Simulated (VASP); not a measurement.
Set up this calculation in VASP 6.6.1, as the native input.

* Task: single point
* Functional: PBEsol
* Potentials or basis: VASP PAW PBE potentials, release 64 (Zr_sv)
* Cutoff: 500 eV
* k mesh: 9 × 9 × 5
* Occupations: fermi-dirac, width 0.05 eV
* Spin: non-collinear spin, zero start, spin-orbit coupling
* Starting moments: [[0.0, 0.0, 0.0], [0.0, 0.0, 0.0]] μB
* Dipole correction: no
* Further INCAR settings: ALGO = Normal; EDIFF = 1e-06; NBANDS = 36

The structure of Zr lies in POSCAR:

```
Zr
1.0
    3.2534045973      0.0000000000      0.0000000000
   -1.6267022986      2.8175310300      0.0000000000
    0.0000000000      0.0000000000      5.1810870861
Zr
2
Direct
    0.6666666667      0.3333333333      0.7500000000
    0.3333333333      0.6666666667      0.2500000000
```

One way to write it, as run:

INCAR

```
SYSTEM = Zr
ALGO     = Normal         ! electronic algorithm
EDIFF    = 1E-6           ! SCF threshold, eV
ENCUT    = 500            ! plane-wave cutoff, eV
GGA      = PS             ! functional
GGA_COMPAT= .False.      
ISIF     = 2              ! what is computed and relaxed
ISMEAR   = -1             ! smearing method
LASPH    = .True.         ! aspherical terms in the spheres
LCHARG   = .True.         ! write CHGCAR
LMAXMIX  = 4              ! l up to which the mixer works
LORBIT   = 11             ! projections on sites
LORBMOM  = .True.       
LREAL    = .False.        ! projectors in reciprocal space
LSORBIT  = .True.         ! spin-orbit coupling
LVHAR    = .True.       
LWAVE    = .False.        ! write WAVECAR
MAGMOM   = 0 0 0 0 0 0    ! initial moments
NBANDS   = 36             ! bands
NELM     = 200            ! most SCF steps
PREC     = Accurate       ! precision mode
SIGMA    = 0.05           ! smearing width, eV
```

KPOINTS

```
k-points
0
Gamma
  9 9 5
  0 0 0
```

Potentials or basis: VASP PAW PBE potentials, release 64 (Zr_sv).

Run with:

```sh
$ cat potpaw_PBE.64/Zr_sv/POTCAR > POTCAR
$ mpirun -np 1 vasp_ncl > vasp.out
```

It gave:

```yaml
Pressure: -4.9 GPa
Net_moment: 0.00 μB per cell
Valence_electrons_inside_the_program's_atomic_spheres: Zr 9.79
```

Caveat: the cell stands under tension; the PAW data sets were made with another functional, which shifts forces and pressure a little.

Wall time 44 s on 1 thread of Intel(R) Xeon(R) 6975P-C (Granite Rapids), with other jobs on the host, peak memory 0.28 GiB.
